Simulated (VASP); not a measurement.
Set up this calculation in VASP 6.6.1, as the native input.

```yaml
Task: single point
Functional: PBE
Potentials_or_basis: VASP PAW PBE potentials, release 64 (Te, Pb_d)
Cutoff: 520 eV
k_mesh: 9 × 9 × 9
Occupations: fermi-dirac, width 0.05 eV
Spin: no spin polarisation
Dipole_correction: no
Further_INCAR_settings: ALGO = Normal; EDIFF = 1e-06; NBANDS = 17
```

The structure of TePb lies in POSCAR:

```
TePb
1.0
    0.0000000000      3.2310000000      3.2310000000
    3.2310000000      0.0000000000      3.2310000000
    3.2310000000      3.2310000000      0.0000000000
Te Pb
1 1
Direct
    0.5000000000      0.5000000000      0.5000000000
    0.0000000000      0.0000000000      0.0000000000
```

These files were run (other wordings do the same):

INCAR

```
PREC = Accurate
ENCUT = 520
EDIFF = 1E-6
ISMEAR = -1
SIGMA = 0.05
LREAL = False
LASPH = True
NELM = 100
ALGO = Normal
ISIF = 2
LWAVE = False
LCHARG = False
GGA = PE
NBANDS = 17
```

KPOINTS

```
Automatic mesh
0
Gamma
  9 9 9
```

Potentials or basis: VASP PAW PBE potentials, release 64 (Te, Pb_d).

The run is started by

```bash
$ cat potpaw_PBE.64/Te/POTCAR potpaw_PBE.64/Pb_d/POTCAR > POTCAR
$ mpirun -np 1 vasp_std > vasp.out
```

It gave:

| Quantity | Value |
| --- | --- |
| Pressure | 2.1 GPa |

Wall time 60 s on 1 thread of Intel(R) Xeon(R) Platinum 8375C CPU @ 2.90GHz (Ice Lake), with other jobs on the host, peak memory 0.22 GiB.
